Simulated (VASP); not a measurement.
Write the native input for VASP 6.6.1 that does the following.

```
Task                   : relaxation of cell and atoms
Functional             : PBE
Potentials or basis    : VASP PAW PBE potentials, release 64 (W_sv, Br, F)
Cutoff                 : 600 eV
k mesh                 : 6 × 6 × 4
Occupations            : gaussian, width 0.1 eV
Spin                   : collinear spin, zero start
Starting moments       : [0.0, 0.0, 0.0, 0.0, 0.0] μB
Dipole correction      : no
Further INCAR settings : ALGO = Normal; EDIFF = 1e-06; IBRION = 2; EDIFFG = -0.04; NSW = 90; ISIF = 3
```

The structure of W2Br2F lies in POSCAR:

```
W2Br2F
1.0
    4.9840690800      0.0000000000      0.0000000000
   -2.4920345400      4.3163304400      0.0000000000
    0.0000000000      0.0000000000      6.5144348400
W Br F
2 2 1
Direct
    0.0000000000      0.0000000000      0.2592106700
    0.0000000000      0.0000000000      0.7407893300
    0.3333333300      0.6666666700      0.0000000000
    0.6666666700      0.3333333300      0.0000000000
    0.0000000000      0.0000000000      0.0000000000
```

The cell was generated, and may not be a known phase.

One way to write it, as run:

INCAR

```
SYSTEM = W2Br2F
ALGO     = Normal         ! electronic algorithm
EDIFF    = 1E-6           ! SCF threshold, eV
EDIFFG   = -0.04          ! ionic threshold
ENCUT    = 600            ! plane-wave cutoff, eV
GGA      = PE             ! functional
IBRION   = 2              ! ionic algorithm
ISIF     = 3              ! what is computed and relaxed
ISMEAR   = 0              ! smearing method
ISPIN    = 2              ! spin polarisation
LASPH    = .True.         ! aspherical terms in the spheres
LCHARG   = .False.        ! write CHGCAR
LMAXMIX  = 4              ! l up to which the mixer works
LORBIT   = 11             ! projections on sites
LREAL    = .False.        ! projectors in reciprocal space
LWAVE    = .False.        ! write WAVECAR
MAGMOM   = 0 0 0 0 0      ! initial moments
NELM     = 150            ! most SCF steps
NSW      = 90             ! ionic steps
PREC     = Accurate       ! precision mode
SIGMA    = 0.1            ! smearing width, eV
```

KPOINTS

```
k-points
0
Gamma
  6 6 4
  0 0 0
```

Potentials or basis: VASP PAW PBE potentials, release 64 (W_sv, Br, F).

The run is started by

```bash
$ cat potpaw_PBE.64/W_sv/POTCAR potpaw_PBE.64/Br/POTCAR potpaw_PBE.64/F/POTCAR > POTCAR
$ mpirun -np 1 vasp_std > vasp.out
```

It gave:

The relaxed volume is 31.61 Å³/atom. The relaxed cell is a = 5.484 Å, b = 5.484 Å, c = 6.068 Å, α = 90.00°, β = 90.00°, γ = 120.00° and the space group after relaxing (to 0.1 Å) is P6/mmm (No. 191). The pressure after relaxing is 0.0 GPa, the net moment is 0.00 μB per cell and the valence electrons inside the program's atomic spheres are W 12.12; Br 4.76; F 6.11.

Caveat: no moment was typed at the start, so none could form.

Run time: 53 min on 1 thread of AMD EPYC 9R45 96-Core Processor (Zen 5), on a shared host, peak memory 0.43 GiB.
